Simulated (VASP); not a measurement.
BN (zincblende type):

```
B N
1.0
     0.00000    2.15443    2.15443
     2.15443    0.00000    2.15443
     2.15443    2.15443    0.00000
B N
1 1
Cartesian
  0.0000 0.0000 0.0000
  1.0772 1.0772 1.0772
```

| Property | Result |
| --- | --- |
| Program | VASP 6.6.1 |
| Task | relaxation of cell and atoms |
| Functional | PBE |
| Potentials or basis | VASP PAW PBE potentials, release 64 (B, N) |
| Cutoff | 600 eV |
| k mesh | 15 × 15 × 15 |
| Occupations | fermi-dirac, width 0.05 eV |
| Spin | no spin polarisation |

At the start: pressure -70.7 GPa; volume 10.00 Å³/atom.

Q: How do energy, volume and symmetry change on relaxing?

A: Over 6 steps the energy falls by 1369.9 meV/atom and the volume is 5.96 Å³/atom (-40.4 %); space group F-43m (No. 216, to 0.05 Å).

Step by step:
```
step  energy change (eV)  largest force (eV/Å)  pressure (GPa)  volume (Å³)
   1              0.0000                0.0000          -70.66        20.00
   2             -2.1200                0.0000          107.30         9.76
   3             -2.7395                0.0000           -1.77        11.97
   4             -2.7393                0.0000            2.44        11.84
   5             -2.7393                0.0000           -2.19        11.99
   6             -2.7398                0.0000            0.01        11.92
```

Final structure:
```
B N
1.0
     0.00000    1.81292    1.81292
     1.81292    0.00000    1.81292
     1.81292    1.81292    0.00000
B N
1 1
Direct
  0.00000 0.00000 0.00000
  0.25000 0.25000 0.25000
```

Caveat: the volume moved by over 15 % at a fixed basis, so the end points are rough.
